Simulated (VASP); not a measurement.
# BiO4: relaxation of cell and atoms with PBE

Crystal: BiO4.

```xyz
5
Lattice="-2.7658 2.7658 2.7658 2.7658 -2.7658 2.7658 2.7658 2.7658 -2.7658" Properties=species:S:1:pos:R:3 pbc="T T T"
Bi    0.0000    0.0000    0.0000
O     0.9669    0.9669    0.9669
O    -1.7989    1.7989    1.7989
O     1.7989    1.7989   -1.7989
O     1.7989   -1.7989    1.7989
```

```yaml
Program: VASP 6.6.1
Task: relaxation of cell and atoms
Functional: PBE
Potentials_or_basis: VASP PAW PBE potentials, release 64 (Bi_d, O)
Cutoff: 600 eV
k_mesh: 4 × 4 × 4
Occupations: gaussian, width 0.1 eV
Spin: no spin polarisation
Dipole_correction: no
Further_INCAR_settings: ALGO = Normal; EDIFF = 1e-06; IBRION = 2; EDIFFG = -0.04; NSW = 90; ISIF = 3
```

| Item | Value |
| --- | --- |
| Relaxed volume | 13.52 Å³/atom |
| Relaxed cell | a = 4.444 Å, b = 4.444 Å, c = 4.444 Å, α = 109.47°, β = 109.47°, γ = 109.47° |
| Space group after relaxing (to 0.05 Å) | I-43m (No. 217) |
| Energy gained by relaxing | 2073.9 meV/atom |
| Ionic steps | 29 |
| Pressure after relaxing | -0.1 GPa |
| Largest force after relaxing | 0.006 eV/Å |

Forces in eV/Å, atoms in the order of the input:
```
Bi   0.000  0.000  0.000
O    0.004  0.004  0.004
O    0.004 -0.004 -0.004
O   -0.004 -0.004  0.004
O   -0.004  0.004 -0.004
```

Step by step:
```csv
step,energy change (eV),largest force (eV/Å),pressure (GPa),volume (Å³)
1,0.0000,15.7070,63.69,84.63
2,1.0811,0.2659,-16.90,196.70
3,-1.6761,0.4813,-15.27,169.90
4,-3.6294,0.9258,-14.22,151.93
5,-8.0607,1.3529,-11.86,115.02
6,-9.0143,1.1288,-0.72,99.05
7,-9.0380,0.3429,-4.20,102.03
8,-9.0459,0.5921,-3.09,101.00
9,-9.0450,0.6809,-2.69,100.65
10,-9.1895,0.8091,-2.41,96.34
11,-9.6153,1.2326,-0.40,84.15
12,-9.8100,2.0254,17.44,62.95
13,-9.9052,1.8591,7.23,70.96
14,-9.9125,1.9511,10.24,68.00
15,-9.9575,1.8242,10.15,67.42
16,-10.0614,1.4794,10.30,65.70
17,-10.1337,0.8642,12.47,62.34
18,-10.2069,0.7204,9.91,63.33
19,-10.3379,0.3509,3.35,66.34
20,-10.2781,0.1156,-5.61,72.65
21,-10.3601,0.1311,-0.53,68.63
22,-10.3605,0.1522,-0.17,68.38
23,-10.3605,0.1631,0.03,68.25
24,-10.3614,0.1547,0.02,68.20
25,-10.3637,0.1309,0.10,68.03
26,-10.3671,0.0868,0.25,67.69
27,-10.3686,0.0227,0.71,67.03
28,-10.3688,0.0337,0.64,67.17
29,-10.3697,0.0061,-0.08,67.58
```

Final structure:
```
Bi O
1.0
    -2.56602    2.56602    2.56602
     2.56602   -2.56602    2.56602
     2.56602    2.56602   -2.56602
Bi O
1 4
Direct
  0.00000 0.00000 0.00000
  0.47909 0.47909 0.47909
  0.52091 0.00000 0.00000
  0.00000 0.00000 0.52091
  0.00000 0.52091 0.00000
```

Levels at points of the mesh, in eV from the Fermi level:
| k point | band 15 | band 16 | band 17 | band 18 | band 19 | band 20 | band 21 | band 22 | band 23 |
| --- | --- | --- | --- | --- | --- | --- | --- | --- | --- |
| (0.00, 0.00, 0.00) | -2.63 | -2.63 | -0.76 | -0.29 | -0.29 | -0.29 | 0.80 | 0.80 | 9.34 |
| (0.50, 0.00, 0.00) | -2.02 | -1.56 | -1.34 | -0.91 | -0.82 | 0.12 | 0.23 | 1.94 | 6.95 |
| (0.50, 0.50, 0.50) | -2.22 | -0.20 | -0.20 | -0.20 | 0.49 | 0.49 | 0.49 | 3.95 | 6.17 |

Run time: 5.3 min on 1 thread of Intel(R) Xeon(R) Platinum 8488C (Sapphire Rapids), with other jobs on the host, peak memory 0.25 GiB.

Caveat: the k points lie up to 0.43 Å⁻¹ apart in the final cell; the volume moved by over 15 % at a fixed basis, so the end points are rough; spin-orbit coupling is left out, which moves the levels of the heavy elements; an odd number of electrons without spin polarisation forces a metal; a magnetic or distorted state may lie lower.
